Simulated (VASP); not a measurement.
# TaN (P-62m) in VASP: a series of runs

The runs below take TaN through relaxation of cell and atoms, with r2SCAN.

Program: VASP 6.6.1. These are calculated values, not measurements. Logs are shortened: lines on timing, memory, paths and dates and some standing lists are left out, and cuts for length are marked.

### 1 The cell of the first run

The structure is hexagonal, space group P-62m (No. 189). The conventional cell has a = 4.952 Å, b = 4.952 Å, c = 2.786 Å, α = 90.00°, β = 90.00°, γ = 120.00°. Within 2.9 Å of Ta (site symmetry -6) lie 6 N at 2.06 Å and 5 Ta at 2.79 to 2.86 Å. Ta (site symmetry -62m) has 3 N at 1.96 Å within 2.6 Å. Within 2.8 Å of N (site symmetry m2m) lie 5 Ta at 1.96 to 2.06 Å and 6 N at 2.63 to 2.79 Å.

### 2 Relaxation of cell and atoms, r2SCAN, target pressure 60 GPa, at which the enthalpy is minimised

The input, POSCAR:

```
TaN
1.0
    4.9523311509      0.0000000000      0.0000000000
   -2.4761655755      4.2888445846      0.0000000000
    0.0000000000      0.0000000000      2.7862937076
Ta N
3 3
Direct
    0.3333333333      0.6666666667      0.5000000000
    0.6666666667      0.3333333333      0.5000000000
    0.0000000000      0.0000000000      0.0000000000
    0.3956796395      0.0000000000      0.0000000000
    0.6043203605      0.6043203605      0.0000000000
    0.0000000000      0.3956796395      0.0000000000
```

The input, INCAR.step1:

```
SYSTEM = TaN
  PREC = Accurate
  ENCUT = 600
  ISMEAR = 0
  SIGMA = 0.1
  LREAL = .False.
  LASPH = .True.
  NELM = 60
  GGA = PE
  ALGO = Normal
  EDIFF = 1E-4
  LWAVE = .True.
  LCHARG = .False.
  LUSENCCL = .False.
```

The input, INCAR.step2:

```
SYSTEM = TaN
  PREC = Accurate
  ENCUT = 600
  EDIFF = 1E-6
  ISMEAR = 0
  SIGMA = 0.1
  LREAL = .False.
  LASPH = .True.
  NELM = 60
  ALGO = Normal
  ISIF = 3
  LWAVE = .False.
  LCHARG = .False.
  METAGGA = R2SCAN
  LMIXTAU = .True.
  IBRION = 2
  NSW = 70
  EDIFFG = -0.008
  PSTRESS = 600.0
  ISTART = 1
  LUSENCCL = .False.
```

The input, KPOINTS:

```
Automatic mesh
0
Gamma
  12 12 12
  0 0 0
```

Potentials or basis: VASP PAW PBE potentials, release 64 (Ta_pv, N).

The run is started by

```console
$ cat potpaw_PBE.64/Ta_pv/POTCAR potpaw_PBE.64/N/POTCAR > POTCAR
$ cp INCAR.step1 INCAR
$ mpirun -np 1 vasp_std > vasp.out
$ cp INCAR.step2 INCAR
$ mpirun -np 1 vasp_std > vasp.out
```

OUTCAR:

```text
SYSTEM = TaN
   PREC = Accurate
   ENCUT = 600
   EDIFF = 1E-6
   ISMEAR = 0
   LREAL = .False.
   LASPH = .True.
   NELM = 60
   ISIF = 3
   METAGGA = R2SCAN
   IBRION = 2
   NSW = 70
   EDIFFG = -0.008
   PSTRESS = 600.0
   ISTART = 1

 ion  position               nearest neighbor table
   1  0.333  0.667  0.500-   4 2.06   4 2.06   6 2.06   6 2.06   5 2.06   5 2.06   2 2.86   2 2.86
                             2 2.86   3 3.18   3 3.18   3 3.18   3 3.18   3 3.18   3 3.18
   2  0.667  0.333  0.500-   6 2.06   6 2.06   4 2.06   4 2.06   5 2.06   5 2.06   1 2.86   1 2.86
                             1 2.86   3 3.18   3 3.18   3 3.18   3 3.18   3 3.18   3 3.18
   3  0.000  0.000  0.000-   5 1.96   6 1.96   4 1.96   2 3.18   1 3.18   1 3.18   2 3.18   1 3.18
                             1 3.18   2 3.18   2 3.18   2 3.18   2 3.18   1 3.18   1 3.18
   4  0.396  0.000  0.000-   3 1.96   1 2.06   1 2.06   2 2.06   2 2.06
   5  0.604  0.604  0.000-   3 1.96   2 2.06   2 2.06   1 2.06   1 2.06
   6  0.000  0.396  0.000-   3 1.96   2 2.06   2 2.06   1 2.06   1 2.06

  LATTYP: Found a hexagonal cell.
 ALAT       =     4.9523311509
 C/A-ratio  =     0.5626226564

  Lattice vectors:

 A1 = (   4.9523311509,   0.0000000000,   0.0000000000)
 A2 = (  -2.4761655755,   4.2888445846,   0.0000000000)
 A3 = (   0.0000000000,   0.0000000000,   2.7862937076)

Analysis of symmetry for initial positions (statically):
=====================================================================
 Subroutine PRICEL returns:
 Original cell was already a primitive cell.

 Routine SETGRP: Setting up the symmetry group for a
 hexagonal supercell.

 Subroutine GETGRP returns: Found 12 space group operations
 (whereof 12 operations were pure point group operations)
 out of a pool of 24 trial point group operations.

The static configuration has the point symmetry D_3h.

Analysis of symmetry for dynamics (positions and initial velocities):
=====================================================================
 Subroutine PRICEL returns:
 Original cell was already a primitive cell.

 Routine SETGRP: Setting up the symmetry group for a
 hexagonal supercell.

 Subroutine GETGRP returns: Found 12 space group operations
 (whereof 12 operations were pure point group operations)
 out of a pool of 24 trial point group operations.

The dynamic configuration has the point symmetry D_3h.

 Subroutine INISYM returns: Found 12 space group operations
 (whereof 12 operations are pure point group operations),
 and found     1 'primitive' translations

----------------------------------------------------------------------------------------

                                     Primitive cell

  volume of cell :      59.1803

  direct lattice vectors                    reciprocal lattice vectors
     4.952331151  0.000000000  0.000000000     0.201925107  0.116581515 -0.000000000
    -2.476165576  4.288844585  0.000000000     0.000000000  0.233163030  0.000000000
     0.000000000  0.000000000  2.786293708     0.000000000 -0.000000000  0.358899709

  length of vectors
     4.952331151  4.952331151  2.786293708     0.233163030  0.233163030  0.358899709

  position of ions in fractional coordinates (direct lattice)
     0.333333333  0.666666667  0.500000000
     0.666666667  0.333333333  0.500000000
     0.000000000  0.000000000  0.000000000
     0.395679640  0.000000000  0.000000000
     0.604320360  0.604320360  0.000000000
     0.000000000  0.395679640  0.000000000

  ion indices of the primitive-cell ions
   primitive index   ion index
                 1           1
                 2           2
                 3           3
                 4           4
                 5           5
                 6           6

----------------------------------------------------------------------------------------

 KPOINTS: Automatic mesh

Automatic generation of k-mesh.
 Grid dimensions read from file:
 generate k-points for:   12   12   12

 Generating k-lattice:

[... 44 lines left out ...]
   LORBIT       =      0    0 simple, 1 ext, 2 COOP (PROOUT), +10 PAW based schemes
   METAGGA = R2SCAN    functional components
   LHFCALC =     F    Hartree Fock is set to
   AEXX    =    0.0000 exact exchange contribution
   IVDW    =     0    specifies the selected vdW correction
   LEPSILON=     F    determine dielectric tensor
   LRPA    =     F    only Hartree local field effects (RPA)
 conjugate gradient relaxation of ions
 non-spin polarized calculation
 Gauss-broadening in eV      SIGMA  =   0.10
  energy-cutoff  :      600.00
  volume of cell :       59.18
 maximum number of plane-waves:      2010
 NGX is ok and might be reduce to    40
   NGX = 19   NGY = 19   NGZ = 11

--------------------------------------- Ionic step        1  -------------------------------------------

 number of electron      48.0000005 magnetization

 Free energy of the ion-electron system (eV)
  ---------------------------------------------------
  ext. energy  EPLUGINS =         0.00000000
  ---------------------------------------------------
  free energy    TOTEN  =      -179.64246518 eV

  energy without entropy =     -179.64025598  energy(sigma->0) =     -179.64136058

 E-fermi :  10.0047     XC(G=0): -14.8661

 val. band max:        9.9947078539   @ k =   0.2500   0.0000   0.4167
 cond. band min:      10.0367766356   @ k =   0.2500   0.0000   0.5000
 fundamental gap:      0.0420687816
 Fermi energy:        10.0047150227

 k-point     1 :       0.0000    0.0000    0.0000
  band No.  band energies     occupation
      1     -27.7580      2.00000
      2     -27.7580      2.00000
      3     -27.2301      2.00000
      4     -27.2301      2.00000
      5     -26.8766      2.00000
      6     -26.6730      2.00000
[... 733 lines left out ...]
     27      12.1971      0.00000
     28      12.5355      0.00000

 [... further k-points ...]

------------------------ aborting loop because EDIFF is reached ----------------------------------------

  FORCE on cell =-STRESS in cart. coord.  units (eV):
  Direction    XX          YY          ZZ          XY          YZ          ZX
  --------------------------------------------------------------------------------------
  -------------------------------------------------------------------------------------
  Total       24.0063626     24.0063626     24.6187573     -0.0000000     -0.0000000      0.0000000
  in kB      649.9202410    649.9202410    666.4995029     -0.0000000     -0.0000000      0.0000000
  external PRESSURE =      55.4466617 kB  Pullay stress =     600.0000000 kB
[... 279 lines left out ...]
  enthalpy is  TOTEN    =      -157.4947341369 eV   P V=       22.3627593799

--------------------------------------- Ionic step        8  -------------------------------------------

 number of electron      48.0000006 magnetization

 Free energy of the ion-electron system (eV)
  ---------------------------------------------------
  ext. energy  EPLUGINS =         0.00000000
  ---------------------------------------------------
  free energy    TOTEN  =      -179.85005863 eV

  energy without entropy =     -179.84795323  energy(sigma->0) =     -179.84900593

 E-fermi :   9.8931     XC(G=0): -14.8126

 val. band max:        9.8785804070   @ k =   0.2500   0.0000   0.4167
 cond. band min:       9.9290081717   @ k =   0.2500   0.0000   0.5000
 fundamental gap:      0.0504277647
 Fermi energy:         9.8930754957

 k-point     1 :       0.0000    0.0000    0.0000
  band No.  band energies     occupation
      1     -27.8563      2.00000
      2     -27.8563      2.00000
      3     -27.3341      2.00000
      4     -27.3341      2.00000
      5     -27.0096      2.00000
      6     -26.8087      2.00000
[... 733 lines left out ...]
     27      12.0596      0.00000
     28      12.4166      0.00000

 [... further k-points ...]

------------------------ aborting loop because EDIFF is reached ----------------------------------------

  FORCE on cell =-STRESS in cart. coord.  units (eV):
  Direction    XX          YY          ZZ          XY          YZ          ZX
  --------------------------------------------------------------------------------------
  -------------------------------------------------------------------------------------
  Total       22.3447952     22.3447952     22.3622053     -0.0000000     -0.0000000      0.0000000
  in kB      599.7178789    599.7178789    600.1851533     -0.0000000     -0.0000000      0.0000000
  external PRESSURE =      -0.1263630 kB  Pullay stress =     600.0000000 kB
[... 21 lines left out ...]
  FREE ENERGIE OF THE ION-ELECTRON SYSTEM (eV)
  ---------------------------------------------------
  free  energy   TOTEN  =      -179.8500586298 eV

  energy  without entropy=     -179.8479532337  energy(sigma->0) =     -179.84900593

  enthalpy is  TOTEN    =      -157.4947519254 eV   P V=       22.3553067045

 reached required accuracy - stopping structural energy minimisation
```

Run time: 10 min. Hardware: 1 × NVIDIA H100 80GB with 1 thread of AMD EPYC 7R13 (Zen 3), shared host; peak memory 1.4 GiB.

Results:

- Free energy: -179.8501 eV
- Relaxed volume: 9.95 Å³/atom
- Relaxed cell: a = 4.960 Å, b = 4.960 Å, c = 2.802 Å, α = 90.00°, β = 90.00°, γ = 120.00°
- Space group after relaxing (to 0.1 Å): P-62m (No. 189)
- Energy change on relaxing (the run minimises the enthalpy): -34.6 meV/atom
- Ionic steps: 8
- Pressure after relaxing: 60.0 GPa
- Band gap on the k mesh: zero (bands 24 and 25 overlap by 3.70 eV)

The path:
```csv
step,energy change (eV),largest force (eV/Å),pressure (GPa),volume (Å³)
1,0.0000,0.3074,65.54,59.18
2,-0.9551,0.2514,38.45,62.15
3,-0.2423,0.1770,59.39,59.80
4,-0.2377,0.1795,59.52,59.78
5,-0.2055,0.0008,60.05,59.69
6,-0.2048,0.0023,60.06,59.69
7,-0.2150,0.0005,59.80,59.72
8,-0.2076,0.0012,59.99,59.70
```

Final structure:
```xyz
6
Lattice="4.9600 0.0000 0.0000 -2.4800 4.2955 0.0000 0.0000 0.0000 2.8019" Properties=species:S:1:pos:R:3 pbc="T T T"
Ta    0.0000    2.8637    1.4009
Ta    2.4800    1.4318    1.4009
Ta    0.0000    0.0000    0.0000
N    -0.5062    4.2955    0.0000
N     1.4931    2.5861    0.0000
N     3.9731    1.7094    0.0000
```

Caveat: the cell is relaxed towards a set pressure, so the run minimises the enthalpy, not the energy; the PAW data sets were made with another functional, which shifts forces and pressure a little; spin-orbit coupling is left out, which moves the levels of the heavy elements. Zero-point motion and thermal expansion aren't in these numbers.

(Part 1 of 2 ends here.)

The gap in the log of VASP goes by the Fermi energy; the results here count the filled bands.